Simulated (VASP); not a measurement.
# W (Im-3m) in VASP: a series of runs

Runs on W. Level: PBEsol. Tasks: single point, relaxation of cell and atoms.

Everything below comes from runs of VASP 6.6.1. Logs are shortened: lines on timing, memory, paths and dates and some standing lists are left out, and cuts for length are marked.

### 1 The cell of the first run

Symmetry: Im-3m, No. 229, cubic system. Conventional cell: a = 3.148 Å, b = 3.148 Å, c = 3.148 Å, α = 90.00°, β = 90.00°, γ = 90.00°. Within 3.6 Å of W (site symmetry m-3m) lie 14 W at 2.73 to 3.15 Å.

### 2 Single point, PBEsol

INCAR

```
SYSTEM = W
PREC = Accurate
ENCUT = 520
EDIFF = 1E-6
ISMEAR = -1
SIGMA = 0.08
LREAL = .False.
LASPH = .True.
NELM = 60
ALGO = Normal
ISIF = 2
LWAVE = .False.
LCHARG = .True.
GGA = PS
LELF = .True.
LVHAR = .True.
NBANDS = 13
```

KPOINTS

```
Automatic mesh
0
Gamma
  24 24 24
  0 0 0
```

POSCAR

```
W
1.0
   -1.5738347830      1.5738347830      1.5738347830
    1.5738347830     -1.5738347830      1.5738347830
    1.5738347830      1.5738347830     -1.5738347830
W
1
Direct
    0.0000000000      0.0000000000      0.0000000000
```

Potentials or basis: VASP PAW PBE potentials, release 64 (W_sv).

Launch:

```
$ cat potpaw_PBE.64/W_sv/POTCAR > POTCAR
$ mpirun -np 1 vasp_std > vasp.out
```

OUTCAR:

```text
SYSTEM = W
   PREC = Accurate
   ENCUT = 520
   EDIFF = 1E-6
   ISMEAR = -1
   LREAL = .False.
   LASPH = .True.
   NELM = 60
   ISIF = 2
   GGA = PS

 ion  position               nearest neighbor table
   1  0.000  0.000  0.000-

  LATTYP: Found a body centered cubic cell.
 ALAT       =     3.1476695660

  Lattice vectors:

 A1 = (  -1.5738347830,   1.5738347830,   1.5738347830)
 A2 = (   1.5738347830,  -1.5738347830,   1.5738347830)
 A3 = (   1.5738347830,   1.5738347830,  -1.5738347830)

Analysis of symmetry for initial positions (statically):
=====================================================================
 Subroutine PRICEL returns:
 Original cell was already a primitive cell.

 Routine SETGRP: Setting up the symmetry group for a
 body centered cubic supercell.

 Subroutine GETGRP returns: Found 48 space group operations
 (whereof 48 operations were pure point group operations)
 out of a pool of 48 trial point group operations.

The static configuration has the point symmetry O_h .

Analysis of symmetry for dynamics (positions and initial velocities):
=====================================================================
 Subroutine PRICEL returns:
 Original cell was already a primitive cell.

 Routine SETGRP: Setting up the symmetry group for a
 body centered cubic supercell.

 Subroutine GETGRP returns: Found 48 space group operations
 (whereof 48 operations were pure point group operations)
 out of a pool of 48 trial point group operations.

The dynamic configuration has the point symmetry O_h .

 Subroutine INISYM returns: Found 48 space group operations
 (whereof 48 operations are pure point group operations),
 and found     1 'primitive' translations

----------------------------------------------------------------------------------------

                                     Primitive cell

  volume of cell :      15.5933

  direct lattice vectors                    reciprocal lattice vectors
    -1.573834783  1.573834783  1.573834783     0.000000000  0.317695355  0.317695355
     1.573834783 -1.573834783  1.573834783     0.317695355  0.000000000  0.317695355
     1.573834783  1.573834783 -1.573834783     0.317695355  0.317695355  0.000000000

  length of vectors
     2.725961807  2.725961807  2.725961807     0.449289080  0.449289080  0.449289080

  position of ions in fractional coordinates (direct lattice)
     0.000000000  0.000000000  0.000000000

  ion indices of the primitive-cell ions
   primitive index   ion index
                 1           1

----------------------------------------------------------------------------------------

 KPOINTS: Automatic mesh

Automatic generation of k-mesh.
 Grid dimensions read from file:
 generate k-points for:   24   24   24

 Generating k-lattice:

  Cartesian coordinates                     Fractional coordinates (reciprocal lattice)
     0.000000000  0.013237306  0.013237306     0.041666667  0.000000000  0.000000000
     0.013237306  0.000000000  0.013237306     0.000000000  0.041666667  0.000000000
     0.013237306  0.013237306  0.000000000     0.000000000  0.000000000  0.041666667

  Length of vectors
     0.018720378  0.018720378  0.018720378

  Shift w.r.t. Gamma in fractional coordinates (k-lattice)
     0.000000000  0.000000000  0.000000000

 Subroutine IBZKPT returns following result:
 ===========================================

 Found    413 irreducible k-points:

 Following reciprocal coordinates:
            Coordinates               Weight
  0.000000  0.000000  0.000000      1.000000
  0.041667  0.000000  0.000000     12.000000
  0.083333  0.000000  0.000000     12.000000
  0.125000  0.000000  0.000000     12.000000
  0.166667  0.000000  0.000000     12.000000
  0.208333  0.000000  0.000000     12.000000
[... 16 lines left out ...]
  0.416667  0.041667 -0.000000     48.000000
  0.458333  0.041667 -0.000000     48.000000
 [... further k-points ...]
   k-points           NKPTS =    413   k-points in BZ     NKDIM =    413   number of bands    NBANDS=     13
   number of dos      NEDOS =    301   number of ions     NIONS =      1
   total plane-waves  NPLWV =   8000
   dimension x,y,z NGX =    20 NGY =   20 NGZ =   20
   dimension x,y,z NGXF=    40 NGYF=   40 NGZF=   40
   ions per type =               1
   NGX,Y,Z   is equivalent  to a cutoff of  12.20, 12.20, 12.20 a.u.
   NGXF,Y,Z  is equivalent  to a cutoff of  24.39, 24.39, 24.39 a.u.
 SYSTEM =  W
   PREC   = accura    normal or accurate (medium, high low for compatibility)
   ISTART =      0    job   : 0-new  1-cont  2-samecut
   ICHARG =      2    charge: 1-file 2-atom 10-const
   ISPIN  =      1    spin polarized calculation?
   LNONCOLLINEAR =      F non collinear calculations
   LSORBIT =      F    spin-orbit coupling
   LASPH  =      T    aspherical Exc in radial PAW
   ENCUT  =  520.0 eV  38.22 Ry    6.18 a.u.   5.07  5.07  5.07*2*pi/ulx,y,z
   NELM   =     60;   NELMIN=  2; NELMDL= -5     # of ELM steps
   EDIFF  = 0.1E-05   stopping-criterion for ELM
   LREAL  =      F    real-space projection
   EDIFFG = 0.1E-04   stopping-criterion for IOM
   NSW    =      0    number of steps for IOM
   IBRION =     -1    ionic relax: 0-MD 1-quasi-New 2-CG
   NFREE  =      0    steps in history (QN), initial steepest desc. (CG)
   ISIF   =      2    stress and relaxation
   ISYM   =      2    0-nonsym 1-usesym 2-fastsym
   POTIM  = 0.5000    time-step for ionic-motion
   TEBEG  =    0.0;   TEEND  =   0.0 temperature during run
   PSTRESS=    0.0 pullay stress
   NELECT =      14.0000    total number of electrons
   NUPDOWN=      -1.0000    fix difference up-down
   EMIN   =  10.00;   EMAX   =-10.00  energy-range for DOS
   EFERMI =   0.00;   METHOD = LEGACY
   ISMEAR =    -1;   SIGMA  =   0.08  broadening in eV -4-tet -1-fermi 0-gaus
   EFERMI_NEDOS =   21; number of points for ismear=-14 and -15
   IALGO  =     38    algorithm
   IMIX   =      4    mixing-type and parameters
     AMIX     =   0.40;   BMIX     =  1.00
     AMIX_MAG =   1.60;   BMIX_MAG =  1.00
  volume/ion in A,a.u.               =      15.59       105.23
  Fermi-wavevector in a.u.,A,eV,Ry     =   1.579326  2.984493 33.936600  2.494270
  Thomas-Fermi vector in A             =   2.679722
   LORBIT       =      0    0 simple, 1 ext, 2 COOP (PROOUT), +10 PAW based schemes
   GGA     = PS    functional components
   LHFCALC =     F    Hartree Fock is set to
   AEXX    =    0.0000 exact exchange contribution
   IVDW    =     0    specifies the selected vdW correction
   LEPSILON=     F    determine dielectric tensor
   LRPA    =     F    only Hartree local field effects (RPA)
 non-spin polarized calculation
  energy-cutoff  :      520.00
  volume of cell :       15.59
 maximum number of plane-waves:       432
   NGX = 11   NGY = 11   NGZ = 11

 number of electron      14.0000005 magnetization

 Free energy of the ion-electron system (eV)
  ---------------------------------------------------
  ext. energy  EPLUGINS =         0.00000000
  ---------------------------------------------------
  free energy    TOTEN  =       -13.80964844 eV

  energy without entropy =      -13.80056933  energy(sigma->0) =      -13.80510888

 E-fermi :  11.5492     XC(G=0): -13.8544

 val. band max:       11.5448133969   @ k =   0.4167   0.0417  -0.0000
 cond. band min:      11.5527191999   @ k =   0.1667   0.0000   0.0000
 fundamental gap:      0.0079058030
 Fermi energy:        11.5492254650

 k-point     1 :       0.0000    0.0000    0.0000
  band No.  band energies     occupation
      1     -62.6113      2.00000
      2     -26.1440      2.00000
      3     -26.1440      2.00000
      4     -26.1440      2.00000
      5       1.7696      2.00000
      6      10.2503      2.00000
      7      10.2503      2.00000
      8      10.2503      2.00000
      9      13.7887      0.00000
     10      13.7887      0.00000
     11      26.0925      0.00000
     12      26.0925      0.00000
     13      26.0925      0.00000

 k-point     2 :       0.0417    0.0000    0.0000
  band No.  band energies     occupation
      1     -62.6089      2.00000
      2     -26.1693      2.00000
      3     -26.1518      2.00000
      4     -26.1441      2.00000
      5       1.8562      2.00000
      6      10.1969      2.00000
      7      10.2393      2.00000
      8      10.3337      2.00000
      9      13.6994      0.00000
     10      13.7888      0.00000
     11      26.1686      0.00000
     12      26.2393      0.00000
     13      26.3125      0.00000

 k-point     3 :       0.0833    0.0000    0.0000
  band No.  band energies     occupation
      1     -62.6017      2.00000
      2     -26.2432      2.00000
      3     -26.1748      2.00000
      4     -26.1445      2.00000
      5       2.1106      2.00000
      6      10.0440      2.00000
      7      10.1966      2.00000
      8      10.5822      1.99999
      9      13.4777      0.00000
     10      13.7919      0.00000
     11      26.3778      0.00000
     12      26.6719      0.00000
     13      26.9176      0.00000
[... 305 lines left out ...]
 k-point    23 :       0.4167    0.0417   -0.0000
  band No.  band energies     occupation
      1     -62.4712      2.00000
      2     -27.4553      2.00000
      3     -26.5772      2.00000
      4     -26.1622      2.00000
      5       5.2015      2.00000
      6       7.9470      2.00000
      7      11.5448      1.02757
      8      13.7473      0.00000
      9      14.6882      0.00000
     10      17.3814      0.00000
     11      23.2415      0.00000
     12      23.5482      0.00000
     13      29.2346      0.00000

 k-point    24 :       0.4583    0.0417   -0.0000
  band No.  band energies     occupation
      1     -62.4663      2.00000
      2     -27.4971      2.00000
      3     -26.5921      2.00000
      4     -26.1626      2.00000
      5       5.1818      2.00000
      6       7.8838      2.00000
      7      12.0173      0.00574
      8      13.6811      0.00000
      9      14.7859      0.00000
     10      17.8601      0.00000
     11      22.8058      0.00000
     12      23.2368      0.00000
     13      28.5909      0.00000

 [... further k-points ...]
[... 5 lines left out ...]
  --------------------------------------------------------------------------------------
  -------------------------------------------------------------------------------------
  Total        0.2619897      0.2619897      0.2619897      0.0000000      0.0000000     -0.0000000
  in kB       26.9189076     26.9189076     26.9189076      0.0000000      0.0000000     -0.0000000
  external PRESSURE =      26.9189076 kB  Pullay stress =       0.0000000 kB

 VOLUME and BASIS-vectors are now :
 -----------------------------------------------------------------------------
  energy-cutoff  :      520.00
  volume of cell :       15.59
      direct lattice vectors                 reciprocal lattice vectors
    -1.573834783  1.573834783  1.573834783     0.000000000  0.317695355  0.317695355
     1.573834783 -1.573834783  1.573834783     0.317695355  0.000000000  0.317695355
     1.573834783  1.573834783 -1.573834783     0.317695355  0.317695355  0.000000000

 POSITION                                       TOTAL-FORCE (eV/Angst)
 -----------------------------------------------------------------------------------
      0.00000      0.00000      0.00000         0.000000      0.000000      0.000000
 -----------------------------------------------------------------------------------
    total drift:                                0.000000     -0.000000      0.000000

  FREE ENERGIE OF THE ION-ELECTRON SYSTEM (eV)
  ---------------------------------------------------
  free  energy   TOTEN  =       -13.8096484402 eV

  energy  without entropy=      -13.8005693268  energy(sigma->0) =      -13.80510888
```

Run time: 32 s. Hardware: 1 thread of Intel Xeon Platinum 8375C at 2.90GHz (Ice Lake), shared host; peak memory 0.18 GiB.

What came out:

```yaml
Free_energy: -13.8096 eV
Pressure: 2.7 GPa
Band_gap_on_the_k_mesh: zero (band 7 reaches 16.81 eV, above the bottom of band 8 at 10.25 eV)
```

Caveat: the PAW data sets were made with another functional, which shifts forces and pressure a little; spin-orbit coupling is left out, which moves the levels of the heavy elements.

### 3 Single point, PBEsol

This run uses another cell than the first one, of 15.50 Å³/atom, 0.994 times its volume.

INCAR

```
ALGO = Normal ; EDIFF = 1E-6
ENCUT = 520 ; GGA = PS
ISIF = 2 ; ISMEAR = -1
LASPH = True ; LCHARG = False
LREAL = False ; LWAVE = False
NBANDS = 13 ; NELM = 60
PREC = Accurate ; SIGMA = 0.08
```

KPOINTS

```
k-points
0
Gamma
  24 24 24
```

POSCAR

```
W
1.0
   -1.5706995724      1.5706995724      1.5706995724
    1.5706995724     -1.5706995724      1.5706995724
    1.5706995724      1.5706995724     -1.5706995724
W
1
Direct
    0.0000000000      0.0000000000      0.0000000000
```

Potentials or basis: VASP PAW PBE potentials, release 64 (W_sv).

Launch:

```
$ cat potpaw_PBE.64/W_sv/POTCAR > POTCAR
$ mpirun -np 1 vasp_std > vasp.out
```

It took 31 s on 1 thread of Intel Xeon Platinum 8375C at 2.90GHz (Ice Lake), shared host; peak memory 0.18 GiB.

The run converged. Its results:

| Item | Value |
| --- | --- |
| Free energy | -13.8074 eV |
| Pressure | 4.7 GPa |
| Band gap on the k mesh | zero (band 7 reaches 16.94 eV, above the bottom of band 8 at 10.33 eV) |

Levels at points of the mesh, in eV from the Fermi level:
```csv
k point,band 5,band 6,band 7,band 8,band 9,band 10
"(0.00, 0.00, 0.00)",-9.82,-1.31,-1.31,-1.31,2.25,2.25
"(0.50, 0.00, 0.00)",-6.48,-3.72,0.74,2.16,3.17,6.33
"(0.50, 0.50, 0.50)",-6.07,-6.07,5.30,5.30,5.30,8.40
```

Caveat: the PAW data sets were made with another functional, which shifts forces and pressure a little; spin-orbit coupling is left out, which moves the levels of the heavy elements.

### 4 Single point, PBEsol

This run uses another cell than the first one, of 15.69 Å³/atom, 1.006 times its volume.

INCAR

```
SYSTEM = W
PREC = Accurate
ENCUT = 520
EDIFF = 1E-7
ISMEAR = -1
SIGMA = 0.08
LREAL = .False.
LASPH = .True.
NELM = 80
ALGO = Normal
ISIF = 2
LWAVE = .False.
LCHARG = .False.
GGA = PS
NBANDS = 13
```

KPOINTS

```
regular mesh
0
Gamma
  24 24 24
  0 0 0
```

POSCAR

```
W
1.0
   -1.5770468706      1.5770468706      1.5770468706
    1.5770468706     -1.5770468706      1.5770468706
    1.5770468706      1.5770468706     -1.5770468706
W
1
Direct
    0.0000000000      0.0000000000      0.0000000000
```

Launch:

```
$ cat potpaw_PBE.64/W_sv/POTCAR > POTCAR
$ mpirun -np 1 vasp_std > vasp.out
```

It took 33 s on 1 thread of Intel Xeon Platinum 8375C at 2.90GHz (Ice Lake), shared host; peak memory 0.19 GiB.

Results (log left out):

| Item | Value |
| --- | --- |
| Free energy | -13.8107 eV |
| Pressure | 0.7 GPa |
| Band gap on the k mesh | zero (band 7 reaches 16.68 eV, above the bottom of band 8 at 10.17 eV) |

Levels at points of the mesh, in eV from the Fermi level:
| k point | band 4 | band 5 | band 6 | band 7 | band 8 | band 9 | band 10 | band 11 |
| --- | --- | --- | --- | --- | --- | --- | --- | --- |
| (0.00, 0.00, 0.00) | -37.71 | -9.74 | -1.29 | -1.29 | -1.29 | 2.23 | 2.23 | 14.53 |
| (0.50, 0.00, 0.00) | -37.72 | -6.39 | -3.66 | 0.70 | 2.13 | 3.12 | 6.23 | 11.20 |
| (0.50, 0.50, 0.50) | -38.64 | -5.97 | -5.97 | 5.22 | 5.22 | 5.22 | 8.30 | 8.30 |

Caveat: the PAW data sets were made with another functional, which shifts forces and pressure a little; spin-orbit coupling is left out, which moves the levels of the heavy elements.

[end of part 1 of 2]
